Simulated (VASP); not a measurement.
# Li2O3 (Pn-3m) in VASP: a series of runs, part 2 of 2

VASP 6.6.1. Earlier steps stand in the parts before.

## (3) Single point, PBE

Input file INCAR:

```
SYSTEM = Li2O3
ALGO = Normal ; EDIFF = 1E-7
ENCUT = 520 ; GGA = PE
ISIF = 2 ; ISMEAR = -1
LASPH = .True. ; LCHARG = .False.
LREAL = .False. ; LWAVE = .False.
NBANDS = 35 ; NELM = 100
PREC = Accurate ; SIGMA = 0.06122561905347299
```

Input file KPOINTS:

```
k-points
0
Gamma
  8 8 8
  0 0 0
```

Input file POSCAR:

```
Li2O3
1.0
    4.3825480658      0.0000000000      0.0000000000
    0.0000000000      4.3825480658      0.0000000000
    0.0000000000      0.0000000000      4.3825480658
Li O
4 6
Direct
    0.2500000000      0.2500000000      0.2500000000
    0.7500000000      0.7500000000      0.2500000000
    0.7500000000      0.2500000000      0.7500000000
    0.2500000000      0.7500000000      0.7500000000
    0.5000000000      0.0000000000      0.0000000000
    0.0000000000      0.5000000000      0.0000000000
    0.0000000000      0.0000000000      0.5000000000
    0.5000000000      0.5000000000      0.0000000000
    0.5000000000      0.0000000000      0.5000000000
    0.0000000000      0.5000000000      0.5000000000
```

Potentials or basis: VASP PAW PBE potentials, release 64 (Li_sv, O).

Launch:

```
cat potpaw_PBE.64/Li_sv/POTCAR potpaw_PBE.64/O/POTCAR > POTCAR
mpirun -np 1 vasp_std > vasp.out
```

OUTCAR:

```text
SYSTEM = Li2O3
   EDIFF = 1E-7
   ENCUT = 520
   GGA = PE
   ISIF = 2
   ISMEAR = -1
   LASPH = .True.
   LREAL = .False.
   NELM = 100
   PREC = Accurate

 ion  position               nearest neighbor table
   1  0.250  0.250  0.250-   5 1.90   6 1.90   7 1.90   8 1.90   9 1.90  10 1.90
   2  0.750  0.750  0.250-   5 1.90   6 1.90   7 1.90   8 1.90   9 1.90  10 1.90
   3  0.750  0.250  0.750-   5 1.90   6 1.90   7 1.90   8 1.90   9 1.90  10 1.90
   4  0.250  0.750  0.750-   5 1.90   6 1.90   7 1.90   8 1.90   9 1.90  10 1.90
   5  0.500  0.000  0.000-   1 1.90   2 1.90   3 1.90   4 1.90
   6  0.000  0.500  0.000-   1 1.90   2 1.90   3 1.90   4 1.90
   7  0.000  0.000  0.500-   1 1.90   2 1.90   3 1.90   4 1.90
   8  0.500  0.500  0.000-   1 1.90   2 1.90   3 1.90   4 1.90
   9  0.500  0.000  0.500-   1 1.90   2 1.90   3 1.90   4 1.90
  10  0.000  0.500  0.500-   1 1.90   2 1.90   3 1.90   4 1.90

  LATTYP: Found a simple cubic cell.
 ALAT       =     4.3825480658

  Lattice vectors:

 A1 = (   4.3825480658,   0.0000000000,   0.0000000000)
 A2 = (   0.0000000000,   4.3825480658,   0.0000000000)
 A3 = (   0.0000000000,   0.0000000000,   4.3825480658)

Analysis of symmetry for initial positions (statically):
=====================================================================
 Subroutine PRICEL returns:
 Original cell was already a primitive cell.

 Routine SETGRP: Setting up the symmetry group for a
 simple cubic supercell.

 Subroutine GETGRP returns: Found 48 space group operations
 (whereof 24 operations were pure point group operations)
 out of a pool of 48 trial point group operations.

The static configuration has the point symmetry T_d .
 The point group associated with its full space group is O_h .

Analysis of symmetry for dynamics (positions and initial velocities):
=====================================================================
 Subroutine PRICEL returns:
 Original cell was already a primitive cell.

[... 147 lines left out ...]
  Thomas-Fermi vector in A             =   2.484476
   LORBIT       =      0    0 simple, 1 ext, 2 COOP (PROOUT), +10 PAW based schemes
   GGA     = PE    functional components
   LHFCALC =     F    Hartree Fock is set to
   AEXX    =    0.0000 exact exchange contribution
   IVDW    =     0    specifies the selected vdW correction
   LEPSILON=     F    determine dielectric tensor
   LRPA    =     F    only Hartree local field effects (RPA)
 non-spin polarized calculation
  energy-cutoff  :      520.00
  volume of cell :       84.17
 maximum number of plane-waves:      2301
 NGX is ok and might be reduce to    36
   NGX = 17   NGY = 17   NGZ = 17

 number of electron      47.9999937 magnetization

 Free energy of the ion-electron system (eV)
  ---------------------------------------------------
  ext. energy  EPLUGINS =         0.00000000
  ---------------------------------------------------
  free energy    TOTEN  =       -42.42774233 eV

  energy without entropy =      -42.36866243  energy(sigma->0) =      -42.39820238

 E-fermi :   0.6555     XC(G=0): -10.2399

 val. band max:        0.6525504201   @ k =   0.3750   0.1250   0.1250
 cond. band min:       0.6590305140   @ k =   0.3750   0.1250   0.0000
 fundamental gap:      0.0064800939
 Fermi energy:         0.6555182551

 k-point     1 :       0.0000    0.0000    0.0000
  band No.  band energies     occupation
      1     -41.2117      2.00000
      2     -41.1644      2.00000
      3     -41.1644      2.00000
      4     -41.1644      2.00000
      5     -17.6253      2.00000
      6     -16.6484      2.00000
[... 901 lines left out ...]
     34      15.6898      0.00000
     35      16.2586      0.00000

 [... further k-points ...]
[... 5 lines left out ...]
  --------------------------------------------------------------------------------------
  -------------------------------------------------------------------------------------
  Total        3.0983250      3.0983250      3.0983250      0.0000000     -0.0000000      0.0000000
  in kB       58.9735799     58.9735799     58.9735799      0.0000000     -0.0000000      0.0000000
  external PRESSURE =      58.9735799 kB  Pullay stress =       0.0000000 kB

 VOLUME and BASIS-vectors are now :
 -----------------------------------------------------------------------------
  energy-cutoff  :      520.00
  volume of cell :       84.17
      direct lattice vectors                 reciprocal lattice vectors
     4.382548066  0.000000000  0.000000000     0.228177760  0.000000000  0.000000000
     0.000000000  4.382548066  0.000000000     0.000000000  0.228177760  0.000000000
     0.000000000  0.000000000  4.382548066     0.000000000  0.000000000  0.228177760

 POSITION                                       TOTAL-FORCE (eV/Angst)
 -----------------------------------------------------------------------------------
      1.09564      1.09564      1.09564         0.000000     -0.000000      0.000000
      3.28691      3.28691      1.09564         0.000000     -0.000000     -0.000000
      3.28691      1.09564      3.28691        -0.000000     -0.000000      0.000000
      1.09564      3.28691      3.28691        -0.000000      0.000000     -0.000000
      2.19127      0.00000      0.00000        -0.000000     -0.000000      0.000000
      0.00000      2.19127      0.00000        -0.000000     -0.000000     -0.000000
      0.00000      0.00000      2.19127        -0.000000     -0.000000      0.000000
      2.19127      2.19127      0.00000        -0.000000      0.000000      0.000000
      2.19127      0.00000      2.19127        -0.000000      0.000000      0.000000
      0.00000      2.19127      2.19127        -0.000000      0.000000      0.000000
 -----------------------------------------------------------------------------------
    total drift:                               -0.000000      0.000000     -0.000000

  FREE ENERGIE OF THE ION-ELECTRON SYSTEM (eV)
  ---------------------------------------------------
  free  energy   TOTEN  =       -42.4277423260 eV

  energy  without entropy=      -42.3686624334  energy(sigma->0) =      -42.39820238
```

OSZICAR:

```text
N       E                     dE             d eps       ncg     rms          rms(c)
DAV:   1     0.360907730031E+03    0.36091E+03   -0.24653E+04  2458   0.151E+03
DAV:   2    -0.756622580551E+01   -0.36847E+03   -0.34698E+03  2849   0.378E+02
DAV:   3    -0.401832326904E+02   -0.32617E+02   -0.32164E+02  3460   0.953E+01
DAV:   4    -0.432944977410E+02   -0.31113E+01   -0.30983E+01  3852   0.258E+01
DAV:   5    -0.434127673835E+02   -0.11827E+00   -0.11826E+00  3209   0.414E+00    0.858E+00
DAV:   6    -0.424691941211E+02    0.94357E+00   -0.17751E+00  2820   0.665E+00    0.422E+00
DAV:   7    -0.424002122698E+02    0.68982E-01   -0.44478E-01  3513   0.294E+00    0.163E+00
DAV:   8    -0.424248429742E+02   -0.24631E-01   -0.91740E-02  3086   0.175E+00    0.250E-01
DAV:   9    -0.424269414419E+02   -0.20985E-02   -0.11193E-02  2961   0.509E-01    0.167E-01
DAV:  10    -0.424277091398E+02   -0.76770E-03   -0.19735E-03  2763   0.253E-01    0.135E-02
DAV:  11    -0.424277388972E+02   -0.29757E-04   -0.97554E-05  3566   0.549E-02    0.112E-02
DAV:  12    -0.424277420845E+02   -0.31873E-05   -0.10892E-05  2753   0.176E-02    0.133E-03
DAV:  13    -0.424277422826E+02   -0.19808E-06   -0.95989E-07  3449   0.381E-03    0.395E-04
DAV:  14    -0.424277423260E+02   -0.43449E-07   -0.53842E-08  1870   0.136E-03
   1 F= -.42427742E+02 E0= -.42398202E+02  d E =-.590799E-01
```

It took 40 s on 1 thread of Intel Xeon 6975P-C (Granite Rapids), shared host; peak memory 0.22 GiB.

Results:

| Quantity | Value |
| --- | --- |
| Free energy | -42.4277 eV |
| Band gap on the k mesh | zero (band 24 reaches 2.35 eV, above the bottom of band 25 at -0.30 eV) |

Caveat: the cutoff is under 1.25 times the usual one of these potentials, so pressure, stress and relaxed cells hold a basis-set (Pulay) error.
